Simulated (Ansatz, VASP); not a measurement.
YBPd3: VASP beside Ansatz

Contents of INCAR:

```
SYSTEM = YBPd3
PREC     = Accurate       ! precision mode
ENCUT    = 520            ! plane-wave cutoff, eV
EDIFF    = 1E-7           ! SCF threshold, eV
ISMEAR   = -1             ! smearing method
SIGMA    = 0.15           ! smearing width, eV
LREAL    = .False.        ! projectors in reciprocal space
LASPH    = .True.         ! aspherical terms in the spheres
NELM     = 60             ! most SCF steps
ALGO     = Normal         ! electronic algorithm
ISIF     = 2              ! what is computed and relaxed
LWAVE    = .False.        ! write WAVECAR
LCHARG   = .False.        ! write CHGCAR
GGA      = CA             ! functional
NBANDS   = 30             ! bands
```

KPOINTS

```
Automatic mesh
0
Gamma
  6 6 6
  0 0 0
```

Contents of POSCAR:

```
YBPd3
1.0
    4.2960080381      0.0000000000      0.0000000000
    0.0000000000      4.2960080381      0.0000000000
    0.0000000000      0.0000000000      4.2960080381
Y B Pd
1 1 3
Direct
    0.0000000000      0.0000000000      0.0000000000
    0.5000000000      0.5000000000      0.5000000000
    0.0000000000      0.5000000000      0.5000000000
    0.5000000000      0.5000000000      0.0000000000
    0.5000000000      0.0000000000      0.5000000000
```

Input for Ansatz:

```yaml
crystal:
  lattice:
    - [4.296008038122318, 0.0, 0.0]
    - [0.0, 4.296008038122318, 0.0]
    - [0.0, 0.0, 4.296008038122318]
  atoms:
    - { symbol: "Y", position: [0.0, 0.0, 0.0] }
    - { symbol: B, position: [0.5, 0.5, 0.5] }
    - { symbol: Pd, position: [0.0, 0.5, 0.5] }
    - { symbol: Pd, position: [0.5, 0.5, 0.0] }
    - { symbol: Pd, position: [0.5, 0.0, 0.5] }
basis:
  ecutwfc: 500.0
kpoints:
  mp_grid:
    grid: [6, 6, 6]
hamiltonian:
  xc: lda
scf:
  convergence:
    dr2_threshold: 1.0e-10
  occupations:
    method: fermi_dirac
    width: 0.15
output:
  stress: true
```

Alike in both runs: task single point; functional LDA; k mesh 6 × 6 × 6; occupations fermi-dirac, width 0.15 eV; no spin polarisation.

|  | VASP | Ansatz |
| --- | --- | --- |
| version | VASP 6.6.1 | Ansatz 0.2.0 |
| potentials or method | VASP PAW LDA potentials, release 64 (Y_sv, B, Pd), cutoff 520 eV | plane waves, PAW |
| valence electrons in the cell | 44 | 68 |

```tsv
	VASP	Ansatz	Ansatz less VASP
pressure (GPa)	-7.7	-8.0	-0.32
```

LDA's correlation is that of Perdew and Zunger in VASP and of Perdew and Wang (1992) in Ansatz. VASP's potentials hold 44 valence electrons a cell and Ansatz's 68, so a difference there can come from the potentials and not from the codes.
